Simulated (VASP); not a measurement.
Here is a VASP 6.6.1 calculation.

Contents of INCAR:

```
PREC = Accurate
ENCUT = 520
EDIFF = 1E-6
ISMEAR = -1
SIGMA = 0.1551
LREAL = Auto
LASPH = T
NELM = 60
ALGO = Normal
ISIF = 2
LWAVE = F
LCHARG = F
GGA = PE
IVDW = 12
NBANDS = 51
```

File KPOINTS:

```
Automatic mesh
0
Gamma
  2 2 2
  0.5 0.5 0.5
```

File POSCAR:

```
BN
1.0
   -3.8269794377     -0.7365025362     -3.4390871668
    3.8269794377     -0.7365025362     -3.4390871668
    0.0000000000     -5.8920202895      3.4390871668
B N
9 9
Direct
    0.2885621438      0.6496879409      1.0061797383
    0.3329829976      0.3832030218      0.6654164425
   -0.0450478887     -0.0041435665      0.9922171588
    0.3173838845      0.0116438044      0.3504630282
   -0.0209888211      0.7103743977      0.6500428692
    0.6679324998      0.3324535611      0.9868089116
   -0.0126461480      0.3048478495      0.3116577363
    0.6485839648      0.0308756550      0.6682642071
    0.6584599002      0.6699561731      0.3201773076
    0.1845066705      0.5847473890      0.7693200654
    0.2177530407      0.2301542048      0.4430007110
    0.8496350565      0.9020076922      0.7694137919
    0.2140972539      0.8940643252      0.1116238835
    0.9035511755      0.6093374181      0.4088892426
    0.5853653987      0.2892788850      0.7680023225
    0.8528346595      0.2089255296      0.1000480139
    0.5354384228      0.9048778261      0.4560928676
    0.5339819906      0.5689813947      0.0948845459
```

Potentials or basis: VASP PAW PBE potentials, release 64 (B, N).

Command:

```bash
$ cat potpaw_PBE.64/B/POTCAR potpaw_PBE.64/N/POTCAR > POTCAR
$ mpirun -np 1 vasp_std > vasp.out
```

Task: Predict the band gap on the k mesh.

Result: 4.01 eV (least direct gap 4.19 eV).

Task: Predict the pressure.

Result: -10.8 GPa.

Forces on the atoms (eV/Å):
```
B    1.427  1.381 -3.092
B    0.174  0.503  0.451
B   -4.353 -0.094 -0.761
B   -2.748  3.803 -0.341
B   -1.855  1.073  0.594
B    5.670 -0.662 -0.662
B    3.462 -3.248 -2.137
B    0.133  1.210 -0.802
B    3.534  0.521 -0.351
N   -2.258 -0.032  0.035
N    3.686 -1.010  0.037
N   -1.163 -1.256 -0.319
N    3.074 -0.288  1.771
N   -3.445 -2.559  2.125
N    0.351  1.313  1.827
N   -1.208 -1.449  0.363
N   -1.566  2.156 -0.093
N   -2.914 -1.362  1.355
```

Caveat: the k points lie up to 0.62 Å⁻¹ apart; the atoms stand as in a frame of molecular dynamics; a shifted mesh leaves out Γ, where band edges can lie; forces of over 1 eV/Å act on the atoms, so gaps and moduli don't describe the material at rest. A k mesh can miss the band edges.
